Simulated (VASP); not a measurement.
# Si (P6_3/mmc) in VASP: a series of runs, part 2 of 3

VASP 6.6.1. The steps go on from the part before.

## Step 3: Single point, PBEsol (9.49 Å³/atom)

This run uses another cell than the first one, of 9.49 Å³/atom.

File INCAR:

```
SYSTEM = Si
ALGO = Normal ; EDIFF = 1E-7
ENCUT = 520 ; GGA = PS
ISIF = 2 ; ISMEAR = 0
LASPH = .True. ; LCHARG = .True.
LELF = .True. ; LREAL = .False.
LVHAR = .True. ; LWAVE = .False.
NBANDS = 11 ; NELM = 80
PREC = Accurate ; SIGMA = 0.05
```

File KPOINTS:

```
k-points
0
Gamma
  22 22 12
  0 0 0
```

File POSCAR:

```
Si
1.0
    2.3499090768      0.0000000000      0.0000000000
   -1.1749545384      2.0350809571      0.0000000000
    0.0000000000      0.0000000000      3.9671370085
Si
2
Direct
    0.3333333333      0.6666666667      0.2500000000
    0.6666666667      0.3333333333      0.7500000000
```

Potentials or basis: VASP PAW PBE potentials, release 64 (Si).

The run is started by

```console
$ cat potpaw_PBE.64/Si/POTCAR > POTCAR
$ mpirun -np 1 vasp_std > vasp.out
```

OUTCAR:

```text
SYSTEM = Si
   EDIFF = 1E-7
   ENCUT = 520
   GGA = PS
   ISIF = 2
   ISMEAR = 0
   LASPH = .True.
   LREAL = .False.
   NELM = 80
   PREC = Accurate

 ion  position               nearest neighbor table
   1  0.333  0.667  0.250-   2 2.40   2 2.40   2 2.40   2 2.40   2 2.40   2 2.40
   2  0.667  0.333  0.750-   1 2.40   1 2.40   1 2.40   1 2.40   1 2.40   1 2.40

  LATTYP: Found a hexagonal cell.
 ALAT       =     2.3499090768
 C/A-ratio  =     1.6882087259

  Lattice vectors:

 A1 = (   2.3499090768,   0.0000000000,   0.0000000000)
 A2 = (  -1.1749545384,   2.0350809571,   0.0000000000)
 A3 = (   0.0000000000,   0.0000000000,   3.9671370085)

Analysis of symmetry for initial positions (statically):
=====================================================================
 Subroutine PRICEL returns:
 Original cell was already a primitive cell.

 Routine SETGRP: Setting up the symmetry group for a
 hexagonal supercell.

 Subroutine GETGRP returns: Found 24 space group operations
 (whereof 12 operations were pure point group operations)
 out of a pool of 24 trial point group operations.

The static configuration has the point symmetry D_3d.
 The point group associated with its full space group is D_6h.

Analysis of symmetry for dynamics (positions and initial velocities):
=====================================================================
 Subroutine PRICEL returns:
 Original cell was already a primitive cell.

 Routine SETGRP: Setting up the symmetry group for a
 hexagonal supercell.

 Subroutine GETGRP returns: Found 24 space group operations
 (whereof 12 operations were pure point group operations)
 out of a pool of 24 trial point group operations.

The dynamic configuration has the point symmetry D_3d.
 The point group associated with its full space group is D_6h.

 Subroutine INISYM returns: Found 24 space group operations
 (whereof 12 operations are pure point group operations),
 and found     1 'primitive' translations

----------------------------------------------------------------------------------------

                                     Primitive cell

  volume of cell :      18.9719

  direct lattice vectors                    reciprocal lattice vectors
     2.349909077  0.000000000  0.000000000     0.425548380  0.245690472  0.000000000
    -1.174954538  2.035080957  0.000000000     0.000000000  0.491380943  0.000000000
     0.000000000  0.000000000  3.967137008     0.000000000  0.000000000  0.252070951

  length of vectors
     2.349909077  2.349909077  3.967137008     0.491380943  0.491380943  0.252070951

  position of ions in fractional coordinates (direct lattice)
     0.333333333  0.666666667  0.250000000
     0.666666667  0.333333333  0.750000000

  ion indices of the primitive-cell ions
   primitive index   ion index
                 1           1
                 2           2

----------------------------------------------------------------------------------------

 KPOINTS: k-points

Automatic generation of k-mesh.
 Grid dimensions read from file:
 generate k-points for:   22   22   12

 Generating k-lattice:

  Cartesian coordinates                     Fractional coordinates (reciprocal lattice)
     0.019343108  0.011167749  0.000000000     0.045454545 -0.000000000  0.000000000
     0.000000000  0.022335497  0.000000000     0.000000000  0.045454545  0.000000000
     0.000000000  0.000000000  0.021005913     0.000000000  0.000000000  0.083333333

  Length of vectors
     0.022335497  0.022335497  0.021005913

  Shift w.r.t. Gamma in fractional coordinates (k-lattice)
     0.000000000  0.000000000  0.000000000

 Subroutine IBZKPT returns following result:
 ===========================================

 Found    364 irreducible k-points:

 Following reciprocal coordinates:
            Coordinates               Weight
  0.000000  0.000000  0.000000      1.000000
  0.045455  0.000000  0.000000      6.000000
  0.090909  0.000000  0.000000      6.000000
  0.136364 -0.000000  0.000000      6.000000
  0.181818  0.000000  0.000000      6.000000
  0.227273 -0.000000  0.000000      6.000000
[... 16 lines left out ...]
  0.090909  0.090909  0.000000      6.000000
  0.136364  0.090909  0.000000     12.000000
 [... further k-points ...]
   k-points           NKPTS =    364   k-points in BZ     NKDIM =    364   number of bands    NBANDS=     11
   number of dos      NEDOS =    301   number of ions     NIONS =      2
   total plane-waves  NPLWV =   9720
   dimension x,y,z NGX =    18 NGY =   18 NGZ =   30
   dimension x,y,z NGXF=    36 NGYF=   36 NGZF=   60
   ions per type =               2
   NGX,Y,Z   is equivalent  to a cutoff of  12.73, 12.73, 12.57 a.u.
   NGXF,Y,Z  is equivalent  to a cutoff of  25.47, 25.47, 25.14 a.u.
 SYSTEM =  Si
   PREC   = accura    normal or accurate (medium, high low for compatibility)
   ISTART =      0    job   : 0-new  1-cont  2-samecut
   ICHARG =      2    charge: 1-file 2-atom 10-const
   ISPIN  =      1    spin polarized calculation?
   LNONCOLLINEAR =      F non collinear calculations
   LSORBIT =      F    spin-orbit coupling
   LASPH  =      T    aspherical Exc in radial PAW
   ENCUT  =  520.0 eV  38.22 Ry    6.18 a.u.   4.37  4.37  7.38*2*pi/ulx,y,z
   NELM   =     80;   NELMIN=  2; NELMDL= -5     # of ELM steps
   EDIFF  = 0.1E-06   stopping-criterion for ELM
   LREAL  =      F    real-space projection
   EDIFFG = 0.1E-05   stopping-criterion for IOM
   NSW    =      0    number of steps for IOM
   IBRION =     -1    ionic relax: 0-MD 1-quasi-New 2-CG
   NFREE  =      0    steps in history (QN), initial steepest desc. (CG)
   ISIF   =      2    stress and relaxation
   ISYM   =      2    0-nonsym 1-usesym 2-fastsym
   POTIM  = 0.5000    time-step for ionic-motion
   TEBEG  =    0.0;   TEEND  =   0.0 temperature during run
   PSTRESS=    0.0 pullay stress
   NELECT =       8.0000    total number of electrons
   NUPDOWN=      -1.0000    fix difference up-down
   EMIN   =  10.00;   EMAX   =-10.00  energy-range for DOS
   EFERMI =   0.00;   METHOD = LEGACY
   ISMEAR =     0;   SIGMA  =   0.05  broadening in eV -4-tet -1-fermi 0-gaus
   EFERMI_NEDOS =   21; number of points for ismear=-14 and -15
   IALGO  =     38    algorithm
   IMIX   =      4    mixing-type and parameters
     AMIX     =   0.40;   BMIX     =  1.00
     AMIX_MAG =   1.60;   BMIX_MAG =  1.00
  volume/ion in A,a.u.               =       9.49        64.01
  Fermi-wavevector in a.u.,A,eV,Ry     =   1.227632  2.319888 20.505070  1.507080
  Thomas-Fermi vector in A             =   2.362588
   LORBIT       =      0    0 simple, 1 ext, 2 COOP (PROOUT), +10 PAW based schemes
   GGA     = PS    functional components
   LHFCALC =     F    Hartree Fock is set to
   AEXX    =    0.0000 exact exchange contribution
   IVDW    =     0    specifies the selected vdW correction
   LEPSILON=     F    determine dielectric tensor
   LRPA    =     F    only Hartree local field effects (RPA)
 non-spin polarized calculation
 Gauss-broadening in eV      SIGMA  =   0.05
  energy-cutoff  :      520.00
  volume of cell :       18.97
 maximum number of plane-waves:       543
 NGX is ok and might be reduce to    18
   NGX =  9   NGY =  9   NGZ = 15

 number of electron       8.0000000 magnetization

 Free energy of the ion-electron system (eV)
  ---------------------------------------------------
  ext. energy  EPLUGINS =         0.00000000
  ---------------------------------------------------
  free energy    TOTEN  =        -8.98589232 eV

  energy without entropy =       -8.98512820  energy(sigma->0) =       -8.98551026

 E-fermi :  16.5927     XC(G=0): -13.0257

 val. band max:       16.5853480100   @ k =   0.4545   0.0909   0.0833
 cond. band min:      16.5954149689   @ k =   0.4091   0.0909   0.1667
 fundamental gap:      0.0100669589
 Fermi energy:        16.5926533341

 k-point     1 :       0.0000    0.0000    0.0000
  band No.  band energies     occupation
      1      -2.2353      2.00000
      2       6.4365      2.00000
      3       7.0275      2.00000
      4      29.0410      0.00000
      5      29.0410      0.00000
      6      29.0848      0.00000
      7      29.1415      0.00000
      8      29.1415      0.00000
      9      32.6835      0.00000
     10      34.3240      0.00000
     11      35.5134      0.00000
[... 309 lines left out ...]
 k-point    24 :       0.1364    0.0909    0.0000
  band No.  band energies     occupation
      1      -0.8690      2.00000
      2       7.7059      2.00000
      3       8.3065      2.00000
      4      20.2125      0.00000
      5      21.6856      0.00000
      6      27.9963      0.00000
      7      27.9995      0.00000
      8      29.4780      0.00000
      9      30.1802      0.00000
     10      30.2216      0.00000
     11      32.7564      0.00000

 [... further k-points ...]
[... 5 lines left out ...]
  --------------------------------------------------------------------------------------
  -------------------------------------------------------------------------------------
  Total       10.6677667     10.6677667     10.6848135     -0.0000000      0.0000000     -0.0000000
  in kB      900.8949332    900.8949332    902.3345351     -0.0000000      0.0000000     -0.0000000
  external PRESSURE =     901.3748005 kB  Pullay stress =       0.0000000 kB

 VOLUME and BASIS-vectors are now :
 -----------------------------------------------------------------------------
  energy-cutoff  :      520.00
  volume of cell :       18.97
      direct lattice vectors                 reciprocal lattice vectors
     2.349909077  0.000000000  0.000000000     0.425548380  0.245690472  0.000000000
    -1.174954538  2.035080957  0.000000000     0.000000000  0.491380943  0.000000000
     0.000000000  0.000000000  3.967137008     0.000000000  0.000000000  0.252070951

 POSITION                                       TOTAL-FORCE (eV/Angst)
 -----------------------------------------------------------------------------------
     -0.00000      1.35672      0.99178        -0.000000      0.000000      0.000000
      1.17495      0.67836      2.97535         0.000000      0.000000      0.000000
 -----------------------------------------------------------------------------------
    total drift:                                0.000000     -0.000000      0.000000

  FREE ENERGIE OF THE ION-ELECTRON SYSTEM (eV)
  ---------------------------------------------------
  free  energy   TOTEN  =        -8.9858923184 eV

  energy  without entropy=       -8.9851281994  energy(sigma->0) =       -8.98551026
```

OSZICAR:

```text
N       E                     dE             d eps       ncg     rms          rms(c)
DAV:   1     0.736200764668E+01    0.73620E+01   -0.37616E+03  8056   0.640E+02
DAV:   2    -0.871600052228E+01   -0.16078E+02   -0.15411E+02 10577   0.961E+01
DAV:   3    -0.909527194781E+01   -0.37927E+00   -0.37383E+00 10375   0.113E+01
DAV:   4    -0.909609956449E+01   -0.82762E-03   -0.82758E-03  9655   0.659E-01
DAV:   5    -0.909610107617E+01   -0.15117E-05   -0.15107E-05 10163   0.256E-02    0.871E+00
DAV:   6    -0.902684650382E+01    0.69255E-01   -0.73950E-03  9105   0.477E-01    0.486E+00
DAV:   7    -0.898633578471E+01    0.40511E-01   -0.14779E-02  8646   0.678E-01    0.249E-01
DAV:   8    -0.898589787167E+01    0.43791E-03   -0.19553E-04 11164   0.963E-02    0.308E-02
DAV:   9    -0.898589296669E+01    0.49050E-05   -0.37135E-06  9535   0.120E-02    0.342E-03
DAV:  10    -0.898589236736E+01    0.59934E-06   -0.30368E-07 10496   0.292E-03    0.127E-03
DAV:  11    -0.898589231845E+01    0.48912E-07   -0.11799E-08  5825   0.796E-04
   1 F= -.89858923E+01 E0= -.89855103E+01  d E =-.764119E-03
```

It took 1.7 min on 1 thread of Intel Xeon 8259CL, shared host; peak memory 0.17 GiB.

Results:

```
Free energy            : -8.9859 eV
Pressure               : 90.1 GPa
Band gap on the k mesh : zero (bands 4 and 5 overlap by 15.96 eV)
```

Stress tensor (GPa, compression positive):
```
90.09  0.00  0.00
 0.00 90.09  0.00
 0.00  0.00 90.23
```

Caveat: the cell stands under pressure; the PAW data sets were made with another functional, which shifts forces and pressure a little.

## Step 4: Single point, PBEsol (13.39 Å³/atom)

This run uses another cell than the first one, of 13.39 Å³/atom.

File INCAR:

```
SYSTEM = Si
PREC = Accurate ; ENCUT = 520
EDIFF = 1E-6 ; ISMEAR = 0
SIGMA = 0.05 ; LREAL = .False.
LASPH = .True. ; NELM = 60
ALGO = Normal ; ISIF = 2
LWAVE = .False. ; LCHARG = .True.
GGA = PS ; LELF = .True.
LVHAR = .True. ; NBANDS = 11
```

File KPOINTS:

```
Automatic mesh
0
Gamma
  20 20 10
  0 0 0
```

File POSCAR:

```
Si
1.0
    2.6294861349      0.0000000000      0.0000000000
   -1.3147430674      2.2772017917      0.0000000000
    0.0000000000      0.0000000000      4.4730099789
Si
2
Direct
    0.3333333333      0.6666666667      0.2500000000
    0.6666666667      0.3333333333      0.7500000000
```

Potentials or basis: VASP PAW PBE potentials, release 64 (Si).

The run is started by

```console
$ cat potpaw_PBE.64/Si/POTCAR > POTCAR
$ mpirun -np 1 vasp_std > vasp.out
```

OUTCAR:

```text
SYSTEM = Si
   PREC = Accurate
   ENCUT = 520
   EDIFF = 1E-6
   ISMEAR = 0
   LREAL = .False.
   LASPH = .True.
   NELM = 60
   ISIF = 2
   GGA = PS

 ion  position               nearest neighbor table
   1  0.333  0.667  0.250-   2 2.70   2 2.70   2 2.70   2 2.70   2 2.70   2 2.70
   2  0.667  0.333  0.750-   1 2.70   1 2.70   1 2.70   1 2.70   1 2.70   1 2.70

  LATTYP: Found a hexagonal cell.
 ALAT       =     2.6294861349
 C/A-ratio  =     1.7010966209

  Lattice vectors:

 A1 = (   2.6294861349,   0.0000000000,   0.0000000000)
 A2 = (  -1.3147430674,   2.2772017917,   0.0000000000)
 A3 = (   0.0000000000,   0.0000000000,   4.4730099789)

Analysis of symmetry for initial positions (statically):
=====================================================================
 Subroutine PRICEL returns:
 Original cell was already a primitive cell.

 Routine SETGRP: Setting up the symmetry group for a
 hexagonal supercell.

 Subroutine GETGRP returns: Found 24 space group operations
 (whereof 12 operations were pure point group operations)
 out of a pool of 24 trial point group operations.

The static configuration has the point symmetry D_3d.
[... 175 lines left out ...]
      3       3.5159      2.00000
      4      20.6428      0.00000
      5      20.6428      0.00000
      6      21.7971      0.00000
      7      21.7971      0.00000
      8      22.2289      0.00000
      9      22.2755      0.00000
     10      25.0990      0.00000
     11      25.8570      0.00000
[... 309 lines left out ...]
 k-point    24 :       0.2500    0.1000    0.0000
  band No.  band energies     occupation
      1      -1.3030      2.00000
      2       5.3875      2.00000
      3       6.0855      2.00000
      4       9.5324      2.00000
      5      13.3677      0.00000
      6      15.7773      0.00000
      7      16.5836      0.00000
      8      19.2439      0.00000
      9      21.0183      0.00000
     10      21.2328      0.00000
     11      25.1237      0.00000

 [... further k-points ...]

------------------------ aborting loop because EDIFF is reached ----------------------------------------

  FORCE on cell =-STRESS in cart. coord.  units (eV):
  Direction    XX          YY          ZZ          XY          YZ          ZX
  --------------------------------------------------------------------------------------
  -------------------------------------------------------------------------------------
  Total        0.7534440      0.7534440      0.7341760      0.0000000      0.0000000      0.0000000
  in kB       45.0701804     45.0701804     43.9175917      0.0000000      0.0000000      0.0000000
  external PRESSURE =      44.6859842 kB  Pullay stress =       0.0000000 kB

 VOLUME and BASIS-vectors are now :
 -----------------------------------------------------------------------------
  energy-cutoff  :      520.00
  volume of cell :       26.78
      direct lattice vectors                 reciprocal lattice vectors
     2.629486135  0.000000000  0.000000000     0.380302443  0.219567718  0.000000000
    -1.314743067  2.277201792  0.000000000     0.000000000  0.439135435  0.000000000
     0.000000000  0.000000000  4.473009979     0.000000000  0.000000000  0.223563105

 POSITION                                       TOTAL-FORCE (eV/Angst)
 -----------------------------------------------------------------------------------
     -0.00000      1.51813      1.11825         0.000000      0.000000      0.000000
      1.31474      0.75907      3.35476        -0.000000      0.000000      0.000000
 -----------------------------------------------------------------------------------
    total drift:                               -0.000000      0.000000     -0.000000

  FREE ENERGIE OF THE ION-ELECTRON SYSTEM (eV)
  ---------------------------------------------------
  free  energy   TOTEN  =       -10.7296807378 eV

  energy  without entropy=      -10.7288189853  energy(sigma->0) =      -10.72924986
```

OSZICAR:

```text
N       E                     dE             d eps       ncg     rms          rms(c)
DAV:   1     0.464343286208E+01    0.46434E+01   -0.34416E+03  5816   0.616E+02
DAV:   2    -0.103950094477E+02   -0.15038E+02   -0.14440E+02  7488   0.859E+01
DAV:   3    -0.107846071362E+02   -0.38960E+00   -0.38632E+00  7685   0.110E+01
DAV:   4    -0.107858479979E+02   -0.12409E-02   -0.12406E-02  7001   0.792E-01
DAV:   5    -0.107858521723E+02   -0.41745E-05   -0.41742E-05  7326   0.417E-02    0.453E+00
DAV:   6    -0.107498145080E+02    0.36038E-01   -0.95473E-03  6617   0.453E-01    0.250E+00
DAV:   7    -0.107298425906E+02    0.19972E-01   -0.17575E-02  6371   0.614E-01    0.155E-01
DAV:   8    -0.107296811317E+02    0.16146E-03   -0.19759E-04  8290   0.948E-02    0.208E-02
DAV:   9    -0.107296807378E+02    0.39383E-06   -0.20927E-06  6819   0.874E-03
   1 F= -.10729681E+02 E0= -.10729250E+02  d E =-.861753E-03
```

stdout:

```text
POSCAR found type information on POSCAR Si
 POSCAR found :  1 types and       2 ions
 scaLAPACK will be used
 -----------------------------------------------------------------------------
|                                                                             |
|                                                                             |
|     You enforced a specific xc type in the INCAR file but a different       |
|     I HOPE YOU KNOW WHAT YOU ARE DOING!                                     |
|                                                                             |
 -----------------------------------------------------------------------------

 LDA part: xc-table for (Slater+PW92), standard interpolation
 POSCAR, INCAR and KPOINTS ok, starting setup
 FFT: planning ... GRIDC
 FFT: planning ... GRID_SOFT
 FFT: planning ... GRID
 WAVECAR not read
 entering main loop
```

Run time: 92 s. Hardware: 1 thread of Intel Xeon 8259CL, shared host; peak memory 0.18 GiB.

Results:

```yaml
Free_energy: -10.7297 eV
Pressure: 4.5 GPa
Band_gap_on_the_k_mesh: zero (bands 4 and 5 overlap by 13.21 eV)
```

Stress tensor (GPa, compression positive):
```
4.51 0.00 0.00
0.00 4.51 0.00
0.00 0.00 4.39
```

Caveat: the cell stands under pressure; the PAW data sets were made with another functional, which shifts forces and pressure a little.

(Continued in part 3 of 3.)

The gap in the log of VASP goes by the Fermi energy; the results here count the filled bands.